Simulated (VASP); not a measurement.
# SnO (Romarchite) (P4/nmm) in VASP: single point with PBE

Aim: the single point of SnO (Romarchite) with PBE.

All numbers are computed with VASP 6.6.1; they aren't measurements. Logs are shortened: lines on timing, memory, paths and dates and some standing lists are left out, and cuts for length are marked.

### 1 The cell of the first run

It takes space group P4/nmm (No. 129, tetragonal). The conventional cell has a = 3.793 Å, b = 3.793 Å, c = 4.758 Å, α = 90.00°, β = 90.00°, γ = 90.00°. Sn (site symmetry 4mm) has 4 O at 2.22 Å within 2.9 Å. Within 2.9 Å of O (site symmetry -4m2) lie 4 Sn at 2.22 Å and 4 O at 2.68 Å.

### 2 Single point, PBE

INCAR

```
PREC     = Accurate       # precision mode
ENCUT    = 520            # plane-wave cutoff, eV
EDIFF    = 1E-7           # SCF threshold, eV
ISMEAR   = -1             # smearing method
SIGMA    = 0.02           # smearing width, eV
LREAL    = False          # projectors in reciprocal space
LASPH    = True           # aspherical terms in the spheres
NELM     = 60             # most SCF steps
ALGO     = Normal         # electronic algorithm
ISIF     = 2              # what is computed and relaxed
LWAVE    = False          # write WAVECAR
LCHARG   = False          # write CHGCAR
GGA      = PE             # functional
NBANDS   = 28             # bands
```

KPOINTS

```
Automatic mesh
0
Gamma
  6 6 4
```

POSCAR

```
SnO
1.0
    3.7926488416      0.0000000000      0.0000000000
    0.0000000000      3.7926488416      0.0000000000
    0.0000000000      0.0000000000      4.7582137882
Sn O
2 2
Direct
    0.5000000000      0.0000000000      0.2410340873
    0.0000000000      0.5000000000      0.7589659127
    0.0000000000      0.0000000000      0.0000000000
    0.5000000000      0.5000000000      0.0000000000
```

Potentials or basis: VASP PAW PBE potentials, release 64 (Sn_d, O).

Command:

```
$ cat potpaw_PBE.64/Sn_d/POTCAR potpaw_PBE.64/O/POTCAR > POTCAR
$ mpirun -np 1 vasp_std > vasp.out
```

OUTCAR:

```text
PREC = Accurate
   ENCUT = 520
   EDIFF = 1E-7
   ISMEAR = -1
   LREAL = False
   LASPH = True
   NELM = 60
   ISIF = 2
   GGA = PE

 ion  position               nearest neighbor table
   1  0.500  0.000  0.241-   3 2.22   4 2.22   4 2.22   3 2.22   2 3.53   2 3.53   2 3.53   2 3.53
                             2 3.64   2 3.64   2 3.64   2 3.64
   2  0.000  0.500  0.759-   3 2.22   4 2.22   3 2.22   4 2.22   1 3.53   1 3.53   1 3.53   1 3.53
                             1 3.64   1 3.64   1 3.64   1 3.64
   3  0.000  0.000  0.000-   1 2.22   2 2.22   2 2.22   1 2.22
   4  0.500  0.500  0.000-   1 2.22   2 2.22   1 2.22   2 2.22

  LATTYP: Found a simple tetragonal cell.
 ALAT       =     3.7926488416
 C/A-ratio  =     1.2545885440

  Lattice vectors:

 A1 = (   3.7926488416,   0.0000000000,   0.0000000000)
 A2 = (   0.0000000000,   3.7926488416,   0.0000000000)
 A3 = (   0.0000000000,   0.0000000000,   4.7582137882)

Analysis of symmetry for initial positions (statically):
=====================================================================
 Subroutine PRICEL returns:
 Original cell was already a primitive cell.

 Routine SETGRP: Setting up the symmetry group for a
 simple tetragonal supercell.

 Subroutine GETGRP returns: Found 16 space group operations
 (whereof  8 operations were pure point group operations)
 out of a pool of 16 trial point group operations.

The static configuration has the point symmetry D_2d.
 The point group associated with its full space group is D_4h.

Analysis of symmetry for dynamics (positions and initial velocities):
=====================================================================
 Subroutine PRICEL returns:
 Original cell was already a primitive cell.

 Routine SETGRP: Setting up the symmetry group for a
 simple tetragonal supercell.

 Subroutine GETGRP returns: Found 16 space group operations
 (whereof  8 operations were pure point group operations)
 out of a pool of 16 trial point group operations.

The dynamic configuration has the point symmetry D_2d.
 The point group associated with its full space group is D_4h.

 Subroutine INISYM returns: Found 16 space group operations
 (whereof  8 operations are pure point group operations),
 and found     1 'primitive' translations

----------------------------------------------------------------------------------------

                                     Primitive cell

  volume of cell :      68.4430

  direct lattice vectors                    reciprocal lattice vectors
     3.792648842  0.000000000  0.000000000     0.263667964  0.000000000  0.000000000
     0.000000000  3.792648842  0.000000000     0.000000000  0.263667964  0.000000000
     0.000000000  0.000000000  4.758213788     0.000000000  0.000000000  0.210162898

  length of vectors
     3.792648842  3.792648842  4.758213788     0.263667964  0.263667964  0.210162898

  position of ions in fractional coordinates (direct lattice)
     0.500000000  0.000000000  0.241034087
     0.000000000  0.500000000  0.758965913
     0.000000000  0.000000000  0.000000000
     0.500000000  0.500000000  0.000000000

  ion indices of the primitive-cell ions
   primitive index   ion index
                 1           1
                 2           2
                 3           3
                 4           4

----------------------------------------------------------------------------------------

 KPOINTS: Automatic mesh

Automatic generation of k-mesh.
 Grid dimensions read from file:
 generate k-points for:    6    6    4

 Generating k-lattice:

  Cartesian coordinates                     Fractional coordinates (reciprocal lattice)
     0.043944661  0.000000000  0.000000000     0.166666667  0.000000000  0.000000000
     0.000000000  0.043944661  0.000000000     0.000000000  0.166666667  0.000000000
     0.000000000  0.000000000  0.052540725     0.000000000  0.000000000  0.250000000

  Length of vectors
     0.043944661  0.043944661  0.052540725

  Shift w.r.t. Gamma in fractional coordinates (k-lattice)
     0.000000000  0.000000000  0.000000000

 Subroutine IBZKPT returns following result:
 ===========================================

 Found     30 irreducible k-points:

 Following reciprocal coordinates:
            Coordinates               Weight
  0.000000  0.000000  0.000000      1.000000
  0.166667  0.000000  0.000000      4.000000
  0.333333  0.000000  0.000000      4.000000
  0.500000  0.000000  0.000000      2.000000
  0.166667  0.166667  0.000000      4.000000
  0.333333  0.166667  0.000000      8.000000
[... 16 lines left out ...]
  0.333333  0.000000  0.500000      4.000000
  0.500000  0.000000  0.500000      2.000000
 [... further k-points ...]
   k-points           NKPTS =     30   k-points in BZ     NKDIM =     30   number of bands    NBANDS=     28
   number of dos      NEDOS =    301   number of ions     NIONS =      4
   total plane-waves  NPLWV =  28224
   dimension x,y,z NGX =    28 NGY =   28 NGZ =   36
   dimension x,y,z NGXF=    56 NGYF=   56 NGZF=   72
   ions per type =               2   2
   NGX,Y,Z   is equivalent  to a cutoff of  12.27, 12.27, 12.58 a.u.
   NGXF,Y,Z  is equivalent  to a cutoff of  24.55, 24.55, 25.16 a.u.
 SYSTEM =  unknown system
   PREC   = accura    normal or accurate (medium, high low for compatibility)
   ISTART =      0    job   : 0-new  1-cont  2-samecut
   ICHARG =      2    charge: 1-file 2-atom 10-const
   ISPIN  =      1    spin polarized calculation?
   LNONCOLLINEAR =      F non collinear calculations
   LSORBIT =      F    spin-orbit coupling
   LASPH  =      T    aspherical Exc in radial PAW
   ENCUT  =  520.0 eV  38.22 Ry    6.18 a.u.   7.05  7.05  8.85*2*pi/ulx,y,z
   NELM   =     60;   NELMIN=  2; NELMDL= -5     # of ELM steps
   EDIFF  = 0.1E-06   stopping-criterion for ELM
   LREAL  =      F    real-space projection
   EDIFFG = 0.1E-05   stopping-criterion for IOM
   NSW    =      0    number of steps for IOM
   IBRION =     -1    ionic relax: 0-MD 1-quasi-New 2-CG
   NFREE  =      0    steps in history (QN), initial steepest desc. (CG)
   ISIF   =      2    stress and relaxation
   ISYM   =      2    0-nonsym 1-usesym 2-fastsym
   POTIM  = 0.5000    time-step for ionic-motion
   TEBEG  =    0.0;   TEEND  =   0.0 temperature during run
   PSTRESS=    0.0 pullay stress
   NELECT =      40.0000    total number of electrons
   NUPDOWN=      -1.0000    fix difference up-down
   EMIN   =  10.00;   EMAX   =-10.00  energy-range for DOS
   EFERMI =   0.00;   METHOD = LEGACY
   ISMEAR =    -1;   SIGMA  =   0.02  broadening in eV -4-tet -1-fermi 0-gaus
   EFERMI_NEDOS =   21; number of points for ismear=-14 and -15
   IALGO  =     38    algorithm
   IMIX   =      4    mixing-type and parameters
     AMIX     =   0.40;   BMIX     =  1.00
     AMIX_MAG =   1.60;   BMIX_MAG =  1.00
  volume/ion in A,a.u.               =      17.11       115.47
  Fermi-wavevector in a.u.,A,eV,Ry     =   1.368732  2.586528 25.489526  1.873427
  Thomas-Fermi vector in A             =   2.494670
   LORBIT       =      0    0 simple, 1 ext, 2 COOP (PROOUT), +10 PAW based schemes
   GGA     = PE    functional components
   LHFCALC =     F    Hartree Fock is set to
   AEXX    =    0.0000 exact exchange contribution
   IVDW    =     0    specifies the selected vdW correction
   LEPSILON=     F    determine dielectric tensor
   LRPA    =     F    only Hartree local field effects (RPA)
 non-spin polarized calculation
  energy-cutoff  :      520.00
  volume of cell :       68.44
 maximum number of plane-waves:      1868
   NGX = 15   NGY = 15   NGZ = 17

 number of electron      39.9999997 magnetization

 Free energy of the ion-electron system (eV)
  ---------------------------------------------------
  ext. energy  EPLUGINS =         0.00000000
  ---------------------------------------------------
  free energy    TOTEN  =       -22.63908596 eV

  energy without entropy =      -22.63827506  energy(sigma->0) =      -22.63868051

 E-fermi :   7.4541     XC(G=0): -10.3888

 val. band max:        7.4405322512   @ k =   0.5000   0.5000   0.0000
 cond. band min:       7.5008478603   @ k =   0.0000   0.0000   0.0000
 fundamental gap:      0.0603156092
 Fermi energy:         7.4540599951

 k-point     1 :       0.0000    0.0000    0.0000
  band No.  band energies     occupation
      1     -14.6226      2.00000
      2     -14.1626      2.00000
      3     -14.1626      2.00000
      4     -14.1535      2.00000
      5     -14.1114      2.00000
      6     -14.1080      2.00000
[... 20 lines left out ...]
     27      14.1867      0.00000
     28      14.5591      0.00000

 k-point     2 :       0.1667    0.0000    0.0000
  band No.  band energies     occupation
      1     -14.6073      2.00000
      2     -14.1790      2.00000
      3     -14.1567      2.00000
      4     -14.1549      2.00000
      5     -14.1247      2.00000
      6     -14.1132      2.00000
[... 20 lines left out ...]
     27      14.4530      0.00000
     28      16.4594      0.00000

 k-point     3 :       0.3333    0.0000    0.0000
  band No.  band energies     occupation
      1     -14.5645      2.00000
      2     -14.3519      2.00000
      3     -14.1396      2.00000
      4     -14.1360      2.00000
      5     -14.1164      2.00000
      6     -14.1155      2.00000
[... 20 lines left out ...]
     27      14.9460      0.00000
     28      17.6496      0.00000

 k-point     4 :       0.5000    0.0000    0.0000
  band No.  band energies     occupation
      1     -14.4861      2.00000
      2     -14.4861      2.00000
      3     -14.1207      2.00000
      4     -14.1207      2.00000
      5     -14.1206      2.00000
      6     -14.1206      2.00000
[... 20 lines left out ...]
     27      15.8862      0.00000
     28      15.8862      0.00000

 k-point     5 :       0.1667    0.1667    0.0000
  band No.  band energies     occupation
      1     -14.5963      2.00000
      2     -14.2472      2.00000
      3     -14.1650      2.00000
      4     -14.1378      2.00000
      5     -14.1319      2.00000
      6     -14.1122      2.00000
[... 20 lines left out ...]
     27      15.8371      0.00000
     28      17.0559      0.00000

 k-point     6 :       0.3333    0.1667    0.0000
  band No.  band energies     occupation
      1     -14.5661      2.00000
      2     -14.3940      2.00000
      3     -14.1510      2.00000
      4     -14.1232      2.00000
      5     -14.1149      2.00000
      6     -14.1149      2.00000
[... 463 lines left out ...]
      5     -14.0903      2.00000
      6     -14.0831      2.00000
[... 20 lines left out ...]
     27      15.7995      0.00000
     28      15.7995      0.00000

 k-point    22 :       0.1667    0.0000    0.5000
  band No.  band energies     occupation
      1     -14.5928      2.00000
      2     -14.2150      2.00000
      3     -14.1432      2.00000
      4     -14.1376      2.00000
      5     -14.1226      2.00000
      6     -14.1143      2.00000
[... 20 lines left out ...]
     27      15.7030      0.00000
     28      16.7723      0.00000

 k-point    23 :       0.3333    0.0000    0.5000
  band No.  band energies     occupation
      1     -14.5660      2.00000
      2     -14.3850      2.00000
      3     -14.1550      2.00000
      4     -14.1430      2.00000
      5     -14.1191      2.00000
      6     -14.1168      2.00000
[... 20 lines left out ...]
     27      15.9631      0.00000
     28      17.6180      0.00000

 k-point    24 :       0.5000    0.0000    0.5000
  band No.  band energies     occupation
      1     -14.5057      2.00000
      2     -14.5057      2.00000
      3     -14.1583      2.00000
      4     -14.1583      2.00000
      5     -14.1115      2.00000
      6     -14.1115      2.00000
[... 20 lines left out ...]
     27      16.4352      0.00000
     28      16.4352      0.00000

 [... further k-points ...]
[... 5 lines left out ...]
  --------------------------------------------------------------------------------------
  -------------------------------------------------------------------------------------
  Total        2.4958872      2.4958872      2.1612606      0.0000000      0.0000000      0.0000000
  in kB       58.4260216     58.4260216     50.5927743      0.0000000      0.0000000      0.0000000
  external PRESSURE =      55.8149392 kB  Pullay stress =       0.0000000 kB

 VOLUME and BASIS-vectors are now :
 -----------------------------------------------------------------------------
  energy-cutoff  :      520.00
  volume of cell :       68.44
      direct lattice vectors                 reciprocal lattice vectors
     3.792648842  0.000000000  0.000000000     0.263667964  0.000000000  0.000000000
     0.000000000  3.792648842  0.000000000     0.000000000  0.263667964  0.000000000
     0.000000000  0.000000000  4.758213788     0.000000000  0.000000000  0.210162898

 POSITION                                       TOTAL-FORCE (eV/Angst)
 -----------------------------------------------------------------------------------
      1.89632      0.00000      1.14689        -0.000000      0.000000      0.602696
      0.00000      1.89632      3.61132         0.000000      0.000000     -0.602696
      0.00000      0.00000      0.00000         0.000000     -0.000000      0.000000
      1.89632      1.89632      0.00000         0.000000      0.000000      0.000000
 -----------------------------------------------------------------------------------
    total drift:                                0.000000      0.000000      0.000000

  FREE ENERGIE OF THE ION-ELECTRON SYSTEM (eV)
  ---------------------------------------------------
  free  energy   TOTEN  =       -22.6390859562 eV

  energy  without entropy=      -22.6382750615  energy(sigma->0) =      -22.63868051
```

Wall time 88 s (1 thread of Intel Xeon 8259CL, shared host); peak memory 0.2 GiB.

Results:

```yaml
Free_energy: -22.6391 eV
Pressure: 5.6 GPa
Largest_force: 0.603 eV/Å
Band_gap_on_the_k_mesh: zero (band 20 reaches 7.50 eV, above the bottom of band 21 at 7.44 eV)
```

Forces in eV/Å, atoms in the order of the input:
```
Sn   0.000  0.000  0.603
Sn   0.000  0.000 -0.603
O    0.000  0.000  0.000
O    0.000  0.000  0.000
```

Stress tensor (GPa, compression positive):
```
5.84 0.00 0.00
0.00 5.84 0.00
0.00 0.00 5.06
```

Levels at points of the mesh, in eV from the Fermi level:
```csv
k point,band 17,band 18,band 19,band 20,band 21,band 22,band 23,band 24
"(0.00, 0.00, 0.00)",-3.56,-3.25,-3.25,0.05,2.21,4.57,4.64,4.64
"(0.50, 0.00, 0.00)",-4.95,-4.95,-2.78,-2.78,3.31,3.31,5.94,5.94
"(0.50, 0.50, 0.00)",-2.59,-2.59,-1.88,-1.88,-0.01,-0.01,4.52,4.52
"(0.00, 0.00, 0.50)",-3.27,-3.27,-2.96,-2.25,1.71,2.88,2.88,3.66
"(0.50, 0.00, 0.50)",-4.91,-4.91,-1.76,-1.76,2.69,2.69,5.41,5.41
"(0.50, 0.50, 0.50)",-2.75,-2.75,-2.59,-2.59,2.31,2.31,4.22,4.22
```

Caveat: spin-orbit coupling is left out, which moves the levels of the heavy elements.
